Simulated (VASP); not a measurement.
Mn, 8 atoms in the cell. It takes space group Pm-3n (No. 223, cubic). Conventional cell: a = 4.365 Å, b = 4.365 Å, c = 4.365 Å, α = 90.00°, β = 90.00°, γ = 90.00°. Mn (site symmetry m-3) has 12 Mn at 2.44 Å within 3.2 Å. Mn (site symmetry -4m2) has 14 Mn at 2.18 to 2.67 Å within 2.9 Å. 

- Program: VASP 6.6.1
- Task: single point
- Functional: PBEsol
- Potentials or basis: VASP PAW PBE potentials, release 64 (Mn_pv)
- Cutoff: 520 eV
- k mesh: 8 × 8 × 8
- Occupations: fermi-dirac, width 0.05 eV
- Spin: collinear spin, ferromagnetic start
- Starting moments: [3.0, 3.0, 3.0, 3.0, 3.0, 3.0, 3.0, 3.0] μB
- Dipole correction: no
- Further INCAR settings: ALGO = Normal; EDIFF = 1e-06; NBANDS = 66

Potentials or basis: VASP PAW PBE potentials, release 64 (Mn_pv).

Command:

```sh
$ cat potpaw_PBE.64/Mn_pv/POTCAR > POTCAR
$ mpirun -np 1 vasp_std > vasp.out
```

Hardware: 1 thread of Intel(R) Xeon(R) Platinum 8488C (Sapphire Rapids), with other jobs on the host.

Task: How long does it take, and how much memory?

Result: Run time: 9.9 min on 1 thread of Intel(R) Xeon(R) Platinum 8488C (Sapphire Rapids), on a shared host, peak memory 0.37 GiB. Counts: scf iterations 26, k points 35.
